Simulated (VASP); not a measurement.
Wanted: the native input for a VASP 6.6.1 run.

```yaml
Task: single point
Functional: PBEsol
Potentials_or_basis: VASP PAW PBE potentials, release 64 (Sn_d, Se)
Cutoff: 500 eV
k_mesh: 6 × 6 × 6
Occupations: gaussian, width 0.01 eV
Spin: no spin polarisation
Dipole_correction: no
Further_INCAR_settings: ALGO = Normal; EDIFF = 1e-06; NBANDS = 17
```

The structure of SnSe lies in POSCAR:

```
SnSe
1.0
    0.0000000000      2.9664458414      2.9664458414
    2.9664458414      0.0000000000      2.9664458414
    2.9664458414      2.9664458414      0.0000000000
Sn Se
1 1
Direct
    0.0000000000      0.0000000000      0.0000000000
    0.5000000000      0.5000000000      0.5000000000
```

The input as run:

INCAR

```
SYSTEM = SnSe
PREC = Accurate
ENCUT = 500
EDIFF = 1E-6
ISMEAR = 0
SIGMA = 0.01
LREAL = .FALSE.
LASPH = .TRUE.
NELM = 120
ALGO = Normal
ISIF = 2
LWAVE = .FALSE.
LCHARG = .FALSE.
GGA = PS
NBANDS = 17
GGA_COMPAT = .FALSE.
```

KPOINTS

```
regular mesh
0
G
  6 6 6
  0 0 0
```

Potentials or basis: VASP PAW PBE potentials, release 64 (Sn_d, Se).

Run with:

```console
$ cat potpaw_PBE.64/Sn_d/POTCAR potpaw_PBE.64/Se/POTCAR > POTCAR
$ mpirun -np 1 vasp_std > vasp.out
```

Results of the run:

```
Pressure               : 0.0 GPa
Band gap on the k mesh : 0.84 eV
```

Caveat: the PAW data sets were made with another functional, which shifts forces and pressure a little; spin-orbit coupling is left out, which moves the levels of the heavy elements.

Run time: 11 s on 1 thread of Intel Xeon 8259CL, with other jobs on the host, peak memory 0.17 GiB.
